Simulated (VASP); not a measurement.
A run of VASP 6.6.1 is set up as follows.

File INCAR:

```
SYSTEM = ZnO
ALGO = Normal ; EDIFF = 1E-6
ENCUT = 520 ; GGA = PE
ISIF = 2 ; ISMEAR = 0
LASPH = .True. ; LCHARG = .False.
LREAL = .False. ; LWAVE = .False.
NBANDS = 26 ; NELM = 100
PREC = Accurate ; SIGMA = 0.05
```

File KPOINTS:

```
k-points
0
Gamma
  12 12 6
  0 0 0
```

POSCAR

```
ZnO
1.0
    3.2265713051      0.0000000000      0.0000000000
   -1.6132856525      2.7942927174      0.0000000000
    0.0000000000      0.0000000000      5.4681295902
Zn O
2 2
Direct
    0.3333333333      0.6666666667      0.0015026883
    0.6666666667      0.3333333333      0.5015026883
    0.3333333333      0.6666666667      0.3805973117
    0.6666666667      0.3333333333      0.8805973117
```

Potentials or basis: VASP PAW PBE potentials, release 64 (Zn, O).

Launch:

```bash
$ cat potpaw_PBE.64/Zn/POTCAR potpaw_PBE.64/O/POTCAR > POTCAR
$ mpirun -np 1 vasp_std > vasp.out
```

(1) Predict the band gap on the k mesh.

(2) Estimate the pressure.

(3) Estimate the largest force.

## Answers

(1) 0.65 eV, direct.

(2) 1.4 GPa.

(3) 0.317 eV/Å.
